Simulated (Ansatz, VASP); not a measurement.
# RuC2 in VASP and in Ansatz

Contents of INCAR:

```
PREC = Accurate
ENCUT = 700
EDIFF = 1E-6
ISMEAR = 0
SIGMA = 0.1
LREAL = F
LASPH = T
NELM = 120
ALGO = Normal
ISIF = 2
LWAVE = F
LCHARG = F
GGA = PE
NBANDS = 33
GGA_COMPAT = F
```

KPOINTS

```
Automatic mesh
0
Gamma
  12 12 2
```

POSCAR

```
RuC2
1.0
    2.4892336216      0.0000000000      0.0000000000
   -1.2446168108      2.1557395523      0.0000000000
    0.0000000000      0.0000000000     17.9521827574
Ru C
2 4
Direct
    0.0000000000      0.0000000000      0.0000000000
    0.0000000000      0.0000000000      0.5000000000
    0.3333333333      0.6666666667      0.2500000000
    0.3333333333      0.6666666667      0.7500000000
    0.6666666667      0.3333333333      0.2500000000
    0.6666666667      0.3333333333      0.7500000000
```

Input for Ansatz:

```yaml
crystal:
  lattice:
    - [2.4892336216, 0.0, 0.0]
    - [-1.2446168108, 2.1557395523, 0.0]
    - [0.0, 0.0, 17.9521827574]
  atoms:
    - { symbol: Ru, position: [0.0, 0.0, 0.0] }
    - { symbol: Ru, position: [0.0, 0.0, 0.5] }
    - { symbol: C, position: [0.3333333333, 0.6666666667, 0.25] }
    - { symbol: C, position: [0.3333333333, 0.6666666667, 0.75] }
    - { symbol: C, position: [0.6666666667, 0.3333333333, 0.25] }
    - { symbol: C, position: [0.6666666667, 0.3333333333, 0.75] }
basis:
  ecutwfc: 420
kpoints:
  mp_grid: { grid: [12, 12, 2] }
hamiltonian:
  xc: pbe
scf:
  occupations: { method: gaussian, width: 0.1 }
output:
  forces: true
  stress: true
  eigenvalues: true
```

Alike in both runs: task single point; functional PBE; k mesh 12 × 12 × 2; occupations gaussian, width 0.1 eV; no spin polarisation.

|  | VASP | Ansatz |
| --- | --- | --- |
| version | VASP 6.6.1 | Ansatz 0.2.0 |
| potentials or method | VASP PAW PBE potentials, release 64 (Ru_sv, C), cutoff 700 eV | scalar-relativistic, plane waves, PAW |
| valence electrons in the cell | 48 | 48 |

Ansatz gave:

```
gap on the k mesh at the Fermi level (eV)                     : none
pressure (GPa)                                                : -0.3
traceless stress, the component that is largest in VASP (GPa) : 0.33
```

Question: Which values does VASP return?

Answer: gap on the k mesh at the Fermi level (eV): none; pressure (GPa): -0.5; traceless stress, the component that is largest in VASP (GPa): 0.31.

A gap of «none» marks a metal or a gap that the smearing closes.
